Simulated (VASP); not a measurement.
# Si4N in VASP: notebook

Runs on Si4N. Level: PBE+D3(BJ). Tasks: single point.

All numbers are computed with VASP 6.6.1; they aren't measurements. Logs are shortened: lines on timing, memory, paths and dates and some standing lists are left out, and cuts for length are marked.

## (1) The cell of the first run

The cell holds a slab with vacuum, 5 atoms: a = 3.833 Å, b = 3.833 Å, c = 21.103 Å, α = 90.00°, β = 90.00°, γ = 90.00°.

## (2) Single point, PBE+D3(BJ), collinear spin, ferromagnetic start

Contents of INCAR:

```
SYSTEM = Si4N
ALGO = Normal
DIPOL = 0.5 0.5 0.335
EDIFF = 1E-7
ENCUT = 520
GGA = PE
IDIPOL = 3
ISIF = 2
ISMEAR = 0
ISPIN = 2
IVDW = 12
LASPH = .True.
LCHARG = .False.
LDIPOL = .True.
LORBIT = 11
LREAL = .False.
LWAVE = .False.
MAGMOM = 0 0 0 0 3
NBANDS = 22
NELM = 150
PREC = Accurate
SIGMA = 0.05
```

Contents of KPOINTS:

```
k-points
0
Gamma
  7 7 1
  0 0 0
```

Contents of POSCAR:

```
Si4N
1.0
    3.8333442755      0.0000000000      0.0000000000
    0.0000000000      3.8333442755      0.0000000000
    0.0000000000      0.0000000000     21.1034818114
Si N
4 1
Direct
    0.0000000000      0.5000000000      0.1895421825
    0.0000000000      0.0000000000      0.2537634269
    0.5000000000      0.0000000000      0.3207061922
    0.5000000000      0.5000000000      0.3839879070
    0.6250000000      0.5000000000      0.5261445439
```

Potentials or basis: VASP PAW PBE potentials, release 64 (Si, N).

Command:

```
> cat potpaw_PBE.64/Si/POTCAR potpaw_PBE.64/N/POTCAR > POTCAR
> mpirun -np 1 vasp_std > vasp.out
```

OUTCAR:

```text
SYSTEM = Si4N
   EDIFF = 1E-7
   ENCUT = 520
   GGA = PE
   ISIF = 2
   ISMEAR = 0
   ISPIN = 2
   IVDW = 12
   LASPH = .True.
   LORBIT = 11
   LREAL = .False.
   NELM = 150
   PREC = Accurate
 IVDW          = 12

 ion  position               nearest neighbor table
   1  0.000  0.500  0.190-   2 2.35   2 2.35
   2  0.000  0.000  0.254-   1 2.35   1 2.35   3 2.38   3 2.38
   3  0.500  0.000  0.321-   4 2.34   4 2.34   2 2.38   2 2.38
   4  0.500  0.500  0.384-   3 2.34   3 2.34
   5  0.625  0.500  0.526-

  LATTYP: Found a simple tetragonal cell.
 ALAT       =     3.8333442755
 C/A-ratio  =     5.5052404101

  Lattice vectors:

 A1 = (   3.8333442755,   0.0000000000,   0.0000000000)
 A2 = (   0.0000000000,   3.8333442755,   0.0000000000)
 A3 = (   0.0000000000,   0.0000000000,  21.1034818114)

Analysis of symmetry for initial positions (statically):
=====================================================================
 Subroutine PRICEL returns:
 Original cell was already a primitive cell.

 Routine SETGRP: Setting up the symmetry group for a
 simple tetragonal supercell.

 Subroutine GETGRP returns: Found  2 space group operations
 (whereof  2 operations were pure point group operations)
 out of a pool of 16 trial point group operations.

The static configuration has the point symmetry C_1h.

Analysis of symmetry for dynamics (positions and initial velocities):
=====================================================================
 Subroutine PRICEL returns:
 Original cell was already a primitive cell.

 Routine SETGRP: Setting up the symmetry group for a
 simple tetragonal supercell.

 Subroutine GETGRP returns: Found  2 space group operations
 (whereof  2 operations were pure point group operations)
 out of a pool of 16 trial point group operations.

The dynamic configuration has the point symmetry C_1h.

Analysis of structural, dynamic, and magnetic symmetry:
=====================================================================
 Subroutine PRICEL returns:
 Original cell was already a primitive cell.

 Routine SETGRP: Setting up the symmetry group for a
 simple tetragonal supercell.

 Subroutine GETGRP returns: Found  2 space group operations
 (whereof  2 operations were pure point group operations)
 out of a pool of 16 trial point group operations.

The overall configuration has the point symmetry C_1h.

[... 129 lines left out ...]
  volume of cell :      310.11
 maximum number of plane-waves:      8388
 NGX is ok and might be reduce to    30
   NGX = 15   NGY = 15   NGZ = 79

 dipolmoment           0.000000      0.000000     -0.027516 electrons x Angstroem

 number of electron      21.0000001 magnetization       2.5962313

 dipolmoment           0.000000      0.000000      0.053262 electrons x Angstroem

 Free energy of the ion-electron system (eV)
  ---------------------------------------------------
  ext. energy  EPLUGINS =         0.00000000
  ---------------------------------------------------
  free energy    TOTEN  =       -21.37825586 eV

  energy without entropy =      -21.37504206  energy(sigma->0) =      -21.37664896

 E-fermi :  -2.3727     XC(G=0):  -3.8814

 val. band max:       -2.4069411773   @ k =   0.2857   0.2857   0.0000
 cond. band min:      -2.3598923836   @ k =  -0.1429   0.2857   0.0000
 fundamental gap:      0.0470487937
 Fermi energy:        -2.3727197302

 spin component 1

 k-point     1 :       0.0000    0.0000    0.0000
  band No.  band energies     occupation
      1     -16.3955      1.00000
      2     -13.3241      1.00000
      3     -11.1708      1.00000
      4      -7.8644      1.00000
      5      -5.0658      1.00000
      6      -4.6032      1.00000
[... 389 lines left out ...]
     21       5.2935      0.00000
     22       6.0377      0.00000
 Fermi energy:        -2.3727197302

 spin component 2

 k-point     1 :       0.0000    0.0000    0.0000
  band No.  band energies     occupation
      1     -13.3619      1.00000
      2     -12.2179      1.00000
      3     -11.1965      1.00000
      4      -7.8951      1.00000
      5      -4.4195      1.00000
      6      -4.2326      1.00000
[... 389 lines left out ...]
     21       5.3637      0.00000
     22       6.1893      0.00000

------------------------ aborting loop because EDIFF is reached ----------------------------------------

 vacuum level on the upper side and lower side of the slab       (xc-potential included)         0.320        -0.320

 Edisp (eV)   -0.99051

 E8    (eV) :    -0.4210

  FORCE on cell =-STRESS in cart. coord.  units (eV):
  Direction    XX          YY          ZZ          XY          YZ          ZX
  --------------------------------------------------------------------------------------
  -------------------------------------------------------------------------------------
  Total      -4.01411    -0.90370    -2.32147     0.00000     0.00000    -0.30820
  in kB     -20.73913    -4.66902   -11.99401     0.00000     0.00000    -1.59232
  external pressure =      -12.47 kB  Pullay stress =        0.00 kB

 VOLUME and BASIS-vectors are now :
 -----------------------------------------------------------------------------
  energy-cutoff  :      520.00
  volume of cell :      310.11
      direct lattice vectors                 reciprocal lattice vectors
     3.833344276  0.000000000  0.000000000     0.260868821  0.000000000  0.000000000
     0.000000000  3.833344276  0.000000000     0.000000000  0.260868821  0.000000000
     0.000000000  0.000000000 21.103481811     0.000000000  0.000000000  0.047385546

 POSITION                                       TOTAL-FORCE (eV/Angst)
 -----------------------------------------------------------------------------------
      0.00000      1.91667      4.00000         0.005943      0.000000      0.038370
      0.00000      0.00000      5.35529         0.002384      0.000000      0.087558
      1.91667      0.00000      6.76802         0.035288      0.000000      0.102949
      1.91667      1.91667      8.10348         0.033124      0.000000      0.356566
      2.39584      1.91667     11.10348        -0.076738      0.000000     -0.585443
 -----------------------------------------------------------------------------------
    total drift:                                0.000006     -0.000000      0.000237

  FREE ENERGIE OF THE ION-ELECTRON SYSTEM (eV)
  ---------------------------------------------------
  free  energy   TOTEN  =       -22.3687624695 eV

  energy  without entropy=      -22.3655486715  energy(sigma->0) =      -22.36715557

 vacuum level on the upper side and lower side of the slab         3.590         2.932

 total charge

# of ion       s       p       d       tot
------------------------------------------
    1        0.864   0.722   0.000   1.586
    2        0.775   0.894   0.000   1.670
    3        0.774   0.895   0.000   1.669
    4        0.851   0.721   0.000   1.572
    5        1.364   1.911   0.000   3.274
--------------------------------------------------
tot          4.628   5.143   0.000   9.771

 magnetization (x)

# of ion       s       p       d       tot
------------------------------------------
    1        0.004   0.003   0.000   0.007
    2        0.000  -0.010   0.000  -0.009
    3        0.005  -0.017   0.000  -0.012
    4       -0.006  -0.062   0.000  -0.068
    5        0.036   1.792   0.000   1.829
--------------------------------------------------
tot          0.040   1.707   0.000   1.747
```

stdout:

```text
POSCAR found type information on POSCAR SiN
 POSCAR found :  2 types and       5 ions
 scaLAPACK will be used
 LDA part: xc-table for (Slater+PW92), standard interpolation
 POSCAR, INCAR and KPOINTS ok, starting setup
 FFT: planning ... GRIDC
 FFT: planning ... GRID_SOFT
 FFT: planning ... GRID
 WAVECAR not read
 entering main loop
```

Run time: 4.2 min. Hardware: 1 thread of Intel Xeon 6975P-C (Granite Rapids), shared host; peak memory 0.56 GiB.

Results:

```
Free energy                                           : -22.3688 eV
Largest force                                         : 0.590 eV/Å
Net moment                                            : 2.60 μB per cell
Site moments                                          : Si +0.01, -0.01, -0.07 (each value once); N +1.83 μB
Valence electrons inside the program's atomic spheres : Si 1.59, 1.67, 1.57 (each value once); N 3.27
Dispersion energy per atom                            : -0.198 eV
```

Forces in eV/Å, atoms in the order of the input:
```
Si   0.006  0.000  0.038
Si   0.002  0.000  0.088
Si   0.035  0.000  0.103
Si   0.033  0.000  0.357
N   -0.077  0.000 -0.585
```

Levels at points of the mesh, in eV from the Fermi level:
Spin up:
| k point | band 8 | band 9 | band 10 | band 11 | band 12 | band 13 | band 14 | band 15 | band 16 | band 17 |
| --- | --- | --- | --- | --- | --- | --- | --- | --- | --- | --- |
| (0.00, 0.00, 0.00) | -2.00 | -1.77 | -1.30 | -0.62 | 0.61 | 1.27 | 1.78 | 1.94 | 3.02 | 3.29 |
Spin down:
```tsv
k point	band 5	band 6	band 7	band 8	band 9	band 10	band 11	band 12	band 13	band 14
(0.00, 0.00, 0.00)	-2.05	-1.86	-1.78	-0.66	0.04	1.23	1.43	1.78	1.99	2.00
```

## (3) Single point, PBE+D3(BJ), collinear spin, ferromagnetic start

Contents of INCAR:

```
SYSTEM = Si4N
PREC = Accurate ; ENCUT = 520
EDIFF = 1E-6 ; ISMEAR = 0
SIGMA = 0.05 ; LREAL = .FALSE.
LASPH = .TRUE. ; NELM = 150
ALGO = Normal ; ISIF = 2
LWAVE = .FALSE. ; LCHARG = .FALSE.
ISPIN = 2 ; MAGMOM = 0 0 0 0 3
LORBIT = 11 ; LDIPOL = .TRUE.
IDIPOL = 3 ; DIPOL = 0.5 0.5 0.335
GGA = PE ; IVDW = 12
NBANDS = 22
```

Contents of KPOINTS:

```
regular mesh
0
G
  7 7 1
  0 0 0
```

Changes to POSCAR since step 2:

```diff
@@ -12,2 +12,2 @@
     0.5000000000      0.5000000000      0.3839879070
-    0.6250000000      0.5000000000      0.5261445439
+    0.5000000000      0.8750000000      0.5261445439
```

Potentials or basis: VASP PAW PBE potentials, release 64 (Si, N).

Command:

```
> cat potpaw_PBE.64/Si/POTCAR potpaw_PBE.64/N/POTCAR > POTCAR
> mpirun -np 1 vasp_std > vasp.out
```

Wall time 3.8 min (1 thread of Intel Xeon 6975P-C (Granite Rapids), shared host); peak memory 0.56 GiB.

It converged, with:

```
Free energy                                           : -22.2727 eV
Largest force                                         : 0.267 eV/Å
Net moment                                            : 2.66 μB per cell
Site moments                                          : Si -0.01, -0.05 (each value once); N +1.89 μB
Valence electrons inside the program's atomic spheres : Si 1.58, 1.67 (each value once); N 3.27
Dispersion energy per atom                            : -0.199 eV
```

Forces in eV/Å, atoms in the order of the input:
```
Si   0.000  0.010  0.076
Si   0.000  0.006  0.036
Si   0.000 -0.028 -0.001
Si   0.000  0.076  0.148
N    0.000 -0.064 -0.259
```

Levels at points of the mesh, in eV from the Fermi level:
Spin up:
```csv
k point,band 10,band 11,band 12,band 13,band 14,band 15
"(0.00, 0.00, 0.00)",-1.33,-0.50,0.63,1.39,1.89,2.04
```
Spin down:
| k point | band 6 | band 7 | band 8 | band 9 | band 10 | band 11 | band 12 | band 13 |
| --- | --- | --- | --- | --- | --- | --- | --- | --- |
| (0.00, 0.00, 0.00) | -1.69 | -1.66 | -0.54 | 0.24 | 1.35 | 1.61 | 1.85 | 1.95 |

## (4) Single point, PBE+D3(BJ), collinear spin, ferromagnetic start

Contents of INCAR:

```
SYSTEM = Si4N
  ALGO = Normal
  DIPOL = 0.5 0.5 0.335
  EDIFF = 1E-6
  ENCUT = 520
  GGA = PE
  IDIPOL = 3
  ISIF = 2
  ISMEAR = 0
  ISPIN = 2
  IVDW = 12
  LASPH = .TRUE.
  LCHARG = .FALSE.
  LDIPOL = .TRUE.
  LORBIT = 11
  LREAL = .FALSE.
  LWAVE = .FALSE.
  MAGMOM = 0 0 0 0 3
  NBANDS = 22
  NELM = 150
  PREC = Accurate
  SIGMA = 0.05
```

Contents of KPOINTS:

```
k-points
0
G
  7 7 1
  0 0 0
```

Changes to POSCAR since step 3:

```diff
@@ -12,2 +12,2 @@
     0.5000000000      0.5000000000      0.3839879070
-    0.5000000000      0.8750000000      0.5261445439
+    0.8750000000      0.5000000000      0.5261445439
```

Potentials or basis: VASP PAW PBE potentials, release 64 (Si, N).

Command:

```
> cat potpaw_PBE.64/Si/POTCAR potpaw_PBE.64/N/POTCAR > POTCAR
> mpirun -np 1 vasp_std > vasp.out
```

OUTCAR:

```text
SYSTEM = Si4N
   EDIFF = 1E-6
   ENCUT = 520
   GGA = PE
   ISIF = 2
   ISMEAR = 0
   ISPIN = 2
   IVDW = 12
   LASPH = .TRUE.
   LORBIT = 11
   LREAL = .FALSE.
   NELM = 150
   PREC = Accurate
 IVDW          = 12

 ion  position               nearest neighbor table
   1  0.000  0.500  0.190-   2 2.35   2 2.35
   2  0.000  0.000  0.254-   1 2.35   1 2.35   3 2.38   3 2.38
   3  0.500  0.000  0.321-   4 2.34   4 2.34   2 2.38   2 2.38
   4  0.500  0.500  0.384-   3 2.34   3 2.34
   5  0.875  0.500  0.526-

  LATTYP: Found a simple tetragonal cell.
[... 1034 lines left out ...]
     0.000000000  0.000000000 21.103481811     0.000000000  0.000000000  0.047385546

 POSITION                                       TOTAL-FORCE (eV/Angst)
 -----------------------------------------------------------------------------------
      0.00000      1.91667      4.00000         0.010735      0.000000      0.075805
      0.00000      0.00000      5.35529        -0.014645      0.000000      0.043921
      1.91667      0.00000      6.76802         0.053482      0.000000     -0.006940
      1.91667      1.91667      8.10348         0.015066      0.000000      0.175560
      3.35418      1.91667     11.10348        -0.064638      0.000000     -0.288346
 -----------------------------------------------------------------------------------
    total drift:                               -0.000002      0.000000      0.000243

  FREE ENERGIE OF THE ION-ELECTRON SYSTEM (eV)
  ---------------------------------------------------
  free  energy   TOTEN  =       -22.2833180981 eV

  energy  without entropy=      -22.2808028137  energy(sigma->0) =      -22.28206046

 vacuum level on the upper side and lower side of the slab         3.529         2.931

 total charge

# of ion       s       p       d       tot
------------------------------------------
    1        0.863   0.721   0.000   1.584
    2        0.776   0.894   0.000   1.669
    3        0.775   0.897   0.000   1.672
    4        0.859   0.719   0.000   1.578
    5        1.363   1.911   0.000   3.275
--------------------------------------------------
tot          4.637   5.143   0.000   9.779

 magnetization (x)

# of ion       s       p       d       tot
------------------------------------------
    1        0.001  -0.011   0.000  -0.010
    2        0.000  -0.012   0.000  -0.012
    3        0.003  -0.014   0.000  -0.010
    4       -0.001  -0.053   0.000  -0.055
    5        0.038   1.842   0.000   1.880
--------------------------------------------------
tot          0.042   1.752   0.000   1.794
```

OSZICAR:

```text
N       E                     dE             d eps       ncg     rms          rms(c)
DAV:   1     0.925807649484E+02    0.92581E+02   -0.64582E+03  1408   0.673E+02
DAV:   2    -0.820416799857E+01   -0.10078E+03   -0.96486E+02  1974   0.126E+02
DAV:   3    -0.213854725102E+02   -0.13181E+02   -0.12735E+02  1812   0.405E+01
[... 20 lines left out ...]
DAV:  24    -0.212912581562E+02   -0.80543E-05   -0.20777E-07  1566   0.119E-03    0.518E-04
DAV:  25    -0.212912700415E+02   -0.11885E-04   -0.48399E-07  1430   0.137E-03    0.333E-04
DAV:  26    -0.212912722470E+02   -0.22055E-05   -0.83947E-08  1430   0.639E-04    0.232E-04
DAV:  27    -0.212912734516E+02   -0.12046E-05   -0.59035E-08  1302   0.515E-04    0.121E-04
DAV:  28    -0.212912740938E+02   -0.64220E-06   -0.48467E-08  1378   0.429E-04
   1 F= -.22283318E+02 E0= -.22282060E+02  d E =-.251528E-02  mag=     2.6345
```

Run time: 3.8 min. Hardware: 1 thread of Intel Xeon 6975P-C (Granite Rapids), shared host; peak memory 0.57 GiB.

Results:

| Quantity | Value |
| --- | --- |
| Free energy | -22.2833 eV |
| Largest force | 0.296 eV/Å |
| Net moment | 2.63 μB per cell |
| Site moments | Si -0.01, -0.06 (each value once); N +1.88 μB |
| Valence electrons inside the program's atomic spheres | Si 1.58, 1.67 (each value once); N 3.27 |
| Dispersion energy per atom | -0.198 eV |

Forces in eV/Å, atoms in the order of the input:
```
Si   0.011  0.000  0.076
Si  -0.015  0.000  0.044
Si   0.053  0.000 -0.007
Si   0.015  0.000  0.176
N   -0.065  0.000 -0.288
```

## (5) Summary

| cell | gap on the mesh (eV) | moment (μB) | largest force (eV/Å) |
| --- | --- | --- | --- |
| as given, atomic positions A | none | 2.60 | 0.59 |
| as given, atomic positions B | none | 2.66 | 0.27 |
| as given, atomic positions C | none | 2.63 | 0.30 |

Alike in all rows: task single point; level PBE+D3(BJ); potentials or basis VASP PAW PBE potentials, release 64 (Si, N); spin collinear, ferromagnetic start; k mesh 7 × 7 × 1; cutoff (eV) 520; smearing gaussian 0.05 eV.

Absolute energies hang on the potentials; compare differences alone.
